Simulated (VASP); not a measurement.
Here is a VASP 6.6.1 calculation.

The input INCAR:

```
SYSTEM = BeSe5
PREC     = Accurate       ! precision mode
ENCUT    = 600            ! plane-wave cutoff, eV
EDIFF    = 1E-6           ! SCF threshold, eV
ISMEAR   = 0              ! smearing method
SIGMA    = 0.1            ! smearing width, eV
LREAL    = .FALSE.        ! projectors in reciprocal space
LASPH    = .TRUE.         ! aspherical terms in the spheres
NELM     = 60             ! most SCF steps
ALGO     = Normal         ! electronic algorithm
ISIF     = 3              ! what is computed and relaxed
LWAVE    = .FALSE.        ! write WAVECAR
LCHARG   = .FALSE.        ! write CHGCAR
GGA      = PE             ! functional
IBRION   = 2              ! ionic algorithm
NSW      = 100            ! ionic steps
EDIFFG   = -0.01          ! ionic threshold
```

The input KPOINTS:

```
Automatic mesh
0
G
  6 6 12
  0 0 0
```

POSCAR

```
BeSe5
1.0
    6.3995764662      0.0000000000      0.0000000000
   -3.1997882331      5.5421957932      0.0000000000
    0.0000000000      0.0000000000      3.4435155346
Be Se
1 5
Direct
    0.0000000000      0.0000000000      0.5000000000
    0.3333333333      0.6666666667      0.5000000000
    0.0000000000      0.7321720402      0.0000000000
    0.7321720402      0.0000000000      0.0000000000
    0.2678279598      0.2678279598      0.0000000000
    0.6666666667      0.3333333333      0.5000000000
```

Potentials or basis: VASP PAW PBE potentials, release 64 (Be, Se).

The run is started by

```bash
$ cat potpaw_PBE.64/Be/POTCAR potpaw_PBE.64/Se/POTCAR > POTCAR
$ mpirun -np 1 vasp_std > vasp.out
```

Question: Predict the band gap on the k mesh.

Answer: Zero (band 16 reaches 5.73 eV, above the bottom of band 17 at 3.73 eV).

Question: What does it give for the space group after relaxing (to 0.05 Å)?

Answer: P-62m (No. 189).

Question: What does it give for the relaxed cell?

Answer: a = 6.430 Å, b = 6.430 Å, c = 3.420 Å, α = 90.00°, β = 90.00°, γ = 120.00°.

Question: Predict the relaxed volume.

Answer: 20.41 Å³/atom.

Forces in eV/Å, atoms in the order of the input:
```
Be   0.000  0.000  0.000
Se   0.000  0.000  0.000
Se  -0.002  0.003  0.000
Se   0.004  0.000  0.000
Se  -0.002 -0.003  0.000
Se   0.000  0.000  0.000
```
